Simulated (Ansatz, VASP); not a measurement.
## CdSe: VASP beside Ansatz

File INCAR:

```
SYSTEM = CdSe
PREC = Accurate ; ENCUT = 520
EDIFF = 1E-7 ; ISMEAR = 0
SIGMA = 0.1 ; LREAL = .False.
LASPH = .True. ; NELM = 80
ALGO = Normal ; ISIF = 2
LWAVE = .False. ; LCHARG = .False.
GGA = PE ; NBANDS = 16
```

KPOINTS

```
regular mesh
0
Gamma
  8 8 8
  0 0 0
```

Contents of POSCAR:

```
CdSe
1.0
    0.0000000000      3.0702711986      3.0702711986
    3.0702711986      0.0000000000      3.0702711986
    3.0702711986      3.0702711986      0.0000000000
Cd Se
1 1
Direct
    0.0000000000      0.0000000000      0.0000000000
    0.2500000000      0.2500000000      0.2500000000
```

Contents of input.yaml:

```yaml
crystal:
  lattice:
    - [0.0, 3.0702711986, 3.0702711986]
    - [3.0702711986, 0.0, 3.0702711986]
    - [3.0702711986, 3.0702711986, 0.0]
  atoms:
    - { symbol: Cd, position: [0.0, 0.0, 0.0] }
    - { symbol: Se, position: [0.25, 0.25, 0.25] }
kpoints:
  mp_grid: { grid: [8, 8, 8] }
scf:
  occupations: { method: gaussian, width: 0.1 }
hamiltonian:
  xc: pbe
  pseudopotentials: { kind: all_electron, lapw: { basis_error: 0.001 } }
output:
  forces: true
  stress: true
  eigenvalues: true
```

Alike in both runs: task single point; functional PBE; k mesh 8 × 8 × 8; occupations gaussian, width 0.1 eV; no spin polarisation.

|  | VASP | Ansatz |
| --- | --- | --- |
| version | VASP 6.6.1 | Ansatz 0.2.0 |
| potentials or method | VASP PAW PBE potentials, release 64 (Cd, Se), cutoff 520 eV | all-electron LAPW, scalar-relativistic |

```tsv
	VASP	Ansatz	Ansatz less VASP
gap on the k mesh at the Fermi level (eV)	0.55	0.55	+0.001
least direct gap on the mesh (eV)	0.55	0.55	+0.001
pressure (GPa)	1.6	1.3	-0.26
```

Ansatz ran all-electron here, and VASP with PAW potentials.
